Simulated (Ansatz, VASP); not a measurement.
## One calculation of Si4S, two programs

The input INCAR:

```
PREC = Accurate
ENCUT = 600
EDIFF = 1E-6
ISMEAR = 0
SIGMA = 0.1
LREAL = F
LASPH = T
NELM = 80
ALGO = Normal
ISIF = 3
LWAVE = F
LCHARG = F
GGA = PE
IBRION = 2
NSW = 90
EDIFFG = -0.04
```

File KPOINTS:

```
Automatic mesh
0
Gamma
  6 6 2
```

The input POSCAR:

```
Si4S
1.0
    3.6870953900      0.0000000000      0.0000000000
   -1.8435477000      3.1931182800      0.0000000000
    0.0000000000      0.0000000000      8.7669203500
Si S
4 1
Direct
    0.3333333300      0.6666666700      0.8133467200
    0.6666666700      0.3333333300      0.8133467200
    0.6666666700      0.3333333300      0.1866532800
    0.3333333300      0.6666666700      0.1866532800
    0.0000000000      0.0000000000      0.0000000000
```

Input for Ansatz:

```yaml
crystal:
  lattice:
    - [3.68709539, 0.0, 0.0]
    - [-1.8435477, 3.19311828, 0.0]
    - [0.0, 0.0, 8.76692035]
  atoms:
    - { symbol: Si, position: [0.33333333, 0.66666667, 0.81334672] }
    - { symbol: Si, position: [0.66666667, 0.33333333, 0.81334672] }
    - { symbol: Si, position: [0.66666667, 0.33333333, 0.18665328] }
    - { symbol: Si, position: [0.33333333, 0.66666667, 0.18665328] }
    - { symbol: S, position: [0.0, 0.0, 0.0] }
basis:
  ecutwfc: 420
kpoints:
  mp_grid: { grid: [6, 6, 2] }
hamiltonian:
  xc: pbe
scf:
  occupations: { method: gaussian, width: 0.1 }
  lower_state_search: "off"
output:
  forces: true
  stress: true
  eigenvalues: true
relax:
  adjacent_minimum: "off"
  f_tol: 0.04
  max_steps: 70
  cell: { stress_tol: 0.4 }
```

Alike in both runs: task relaxation of cell and atoms; functional PBE; k mesh 6 × 6 × 2; occupations gaussian, width 0.1 eV; no spin polarisation.

|  | VASP | Ansatz |
| --- | --- | --- |
| version | VASP 6.6.1 | Ansatz 0.2.0 |
| potentials or method | VASP PAW PBE potentials, release 64 (Si, S), cutoff 600 eV | scalar-relativistic, plane waves, PAW |
| valence electrons in the cell | 22 | 22 |

|  | VASP | Ansatz | Ansatz less VASP |
| --- | --- | --- | --- |
| gap on the k mesh at the Fermi level, each at its own relaxed structure (eV) | none | none | - |
| relaxed volume (Å³/atom) | 22.12 | 18.90 | -3.218 |
| relaxed length of the cell vector where the two differ most in proportion (Å) | 4.298 | 4.026 | -0.2719 |

A gap of «none» marks a metal or a gap that the smearing closes. One of these differences is far larger than is usual between the two programs; its cause wasn't traced.
